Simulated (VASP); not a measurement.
Si2Mo: single point with PBEsol

Si2Mo:

```xyz
9
Lattice="4.5287 0.0000 0.0000 -2.2643 4.0012 0.0000 0.0000 0.0000 6.5666" Properties=species:S:1:pos:R:3 pbc="T T T"
Si   -1.1491    3.3443    5.4721
Si    1.1152    0.6569    1.0944
Si    2.2643    2.6875    3.2833
Si    3.4135    0.6569    5.4721
Si    1.1491    3.3443    1.0944
Si    0.0000    1.3137    3.2833
Mo    2.2643    0.0000    3.2833
Mo   -1.1322    2.0006    1.0944
Mo    1.1322    2.0006    5.4721
```

This cell differs from its parent crystal: strain -0.0100 x Voigt [1, -1, 0, 0, 0, 0].

```yaml
Program: VASP 6.6.1
Task: single point
Functional: PBEsol
Potentials_or_basis: VASP PAW PBE potentials, release 64 (Si, Mo_sv)
Cutoff: 520 eV
k_mesh: 12 × 12 × 6
Occupations: gaussian, width 0.15 eV
Spin: no spin polarisation
```

```json
{"Pressure": "0.5 GPa", "Largest force": "0.029 eV/Å", "Band gap on the k mesh": "0.01 eV (least direct gap 0.48 eV)"}
```

Forces on the atoms (eV/Å):
```
Si   0.008 -0.011  0.007
Si   0.008  0.011 -0.007
Si   0.000  0.029  0.000
Si  -0.008  0.011  0.007
Si  -0.008 -0.011 -0.007
Si   0.000 -0.029  0.000
Mo   0.000  0.000  0.000
Mo   0.000  0.000 -0.002
Mo   0.000  0.000  0.002
```

Stress tensor (GPa, compression positive):
```
 4.02  0.00  0.00
 0.00 -3.01  0.00
 0.00  0.00  0.41
```

Levels at points of the mesh, in eV from the valence-band top:
| k point | band 29 | band 30 | band 31 | band 32 | band 33 | band 34 | band 35 | band 36 | band 37 | band 38 |
| --- | --- | --- | --- | --- | --- | --- | --- | --- | --- | --- |
| (0.00, 0.00, 0.00) | -3.12 | -3.04 | -2.74 | -2.14 | -0.87 | 1.97 | 2.27 | 2.32 | 2.47 | 2.56 |
| (0.50, 0.00, 0.00) | -2.34 | -2.21 | -1.63 | -1.08 | -0.68 | 0.01 | 0.68 | 0.88 | 1.30 | 1.97 |
| (0.00, 0.50, 0.00) | -2.43 | -2.21 | -1.64 | -1.13 | -0.72 | 0.01 | 0.63 | 0.74 | 1.27 | 1.83 |
| (0.00, 0.00, 0.50) | -2.43 | -2.29 | -2.10 | -0.79 | -0.77 | 1.85 | 2.23 | 2.27 | 2.32 | 2.48 |
| (0.50, 0.00, 0.50) | -3.07 | -2.74 | -1.99 | -1.27 | -0.04 | 0.52 | 1.06 | 1.32 | 1.34 | 1.71 |
| (0.00, 0.50, 0.50) | -2.98 | -2.67 | -2.10 | -1.32 | 0.00 | 0.48 | 1.07 | 1.27 | 1.32 | 1.56 |

It took 21 min on 1 thread of Intel Xeon 8259CL, with other jobs on the host, peak memory 0.72 GiB.

Caveat: the cell differs from its parent crystal (strain -0.0100 x Voigt [1, -1, 0, 0, 0, 0]); the stress differs along the axes, from -3 to 4 GPa; the smearing spreads over this small gap; the PAW data sets were made with another functional, which shifts forces and pressure a little. A k mesh can miss the band edges.
